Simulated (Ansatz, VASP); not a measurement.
One calculation of H, two programs

```
H
1.0
     5.74891    0.00000    0.00000
    -2.87445    4.97870    0.00000
     0.00000    0.00000    0.98531
H
2
Cartesian
  0.0000 3.3191 0.2463
  2.8745 1.6596 0.7390
```

Alike in both runs: functional PBE; k mesh 6 × 6 × 22; occupations gaussian, width 0.02 eV; no spin polarisation.

Ansatz relaxed the structure, and its values are those at the end. VASP's run is a single point on that final structure, the one shown.

```csv
,VASP,Ansatz
version,VASP 6.6.1,Ansatz 0.2.0
potentials or method,"VASP PAW PBE potentials, release 64 (H), cutoff 520 eV","scalar-relativistic, plane waves, PAW"
valence electrons in the cell,2,2
```

|  | VASP | Ansatz | Ansatz less VASP |
| --- | --- | --- | --- |
| pressure (GPa) | -0.1 | 0.0 | +0.14 |
